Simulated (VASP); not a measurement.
Input of a VASP 6.6.1 run:

Contents of POSCAR:

```
SiGe3
1.0
    1.9838896617      1.1453992303      6.4671925848
   -1.9838896617      1.1453992303      6.4671925848
    0.0000000000     -2.2907984605      6.4671925848
Si Ge
1 3
Direct
    1.0000856422      0.0000856422      0.0000856422
    0.5000462097      0.5000462097      0.5000462097
    0.3734068851      0.3734068851      0.3734068851
    0.8764612631      0.8764612631      0.8764612631
```

The input INCAR.step1:

```
PREC     = Accurate       # precision mode
ENCUT    = 520            # plane-wave cutoff, eV
ISMEAR   = 0              # smearing method
SIGMA    = 0.01           # smearing width, eV
LREAL    = F              # projectors in reciprocal space
LASPH    = T              # aspherical terms in the spheres
NELM     = 60             # most SCF steps
NBANDS   = 31             # bands
GGA      = PE             # functional
ALGO     = Normal         # electronic algorithm
EDIFF    = 1E-4           # SCF threshold, eV
LWAVE    = T              # write WAVECAR
LCHARG   = F              # write CHGCAR
```

Contents of INCAR.step2:

```
PREC     = Accurate       # precision mode
ENCUT    = 520            # plane-wave cutoff, eV
EDIFF    = 1E-6           # SCF threshold, eV
ISMEAR   = 0              # smearing method
SIGMA    = 0.01           # smearing width, eV
LREAL    = F              # projectors in reciprocal space
LASPH    = T              # aspherical terms in the spheres
NELM     = 60             # most SCF steps
ALGO     = Normal         # electronic algorithm
ISIF     = 2              # what is computed and relaxed
LWAVE    = F              # write WAVECAR
LCHARG   = F              # write CHGCAR
METAGGA  = R2SCAN         # meta-GGA
LMIXTAU  = T            
NBANDS   = 31             # bands
ISTART   = 1
```

The input KPOINTS:

```
regular mesh
0
Gamma
  6 6 6
```

Potentials or basis: VASP PAW PBE potentials, release 64 (Si, Ge_d).

Run with:

```console
$ cat potpaw_PBE.64/Si/POTCAR potpaw_PBE.64/Ge_d/POTCAR > POTCAR
$ cp INCAR.step1 INCAR
$ mpirun -np 1 vasp_std > vasp.out
$ cp INCAR.step2 INCAR
$ mpirun -np 1 vasp_std > vasp.out
```

Question: Predict the largest force.

Answer: 0.010 eV/Å.

Question: Estimate the band gap on the k mesh.

Answer: 0.64 eV, indirect (least direct gap 0.67 eV).

Question: What does it give for the pressure?

Answer: 0.0 GPa.

Forces on the atoms (eV/Å):
```
Si   0.000  0.000 -0.001
Ge   0.000  0.000  0.002
Ge   0.000  0.000 -0.010
Ge   0.000  0.000  0.009
```

Caveat: the PAW data sets were made with another functional, which shifts forces and pressure a little. A k mesh can miss the band edges.
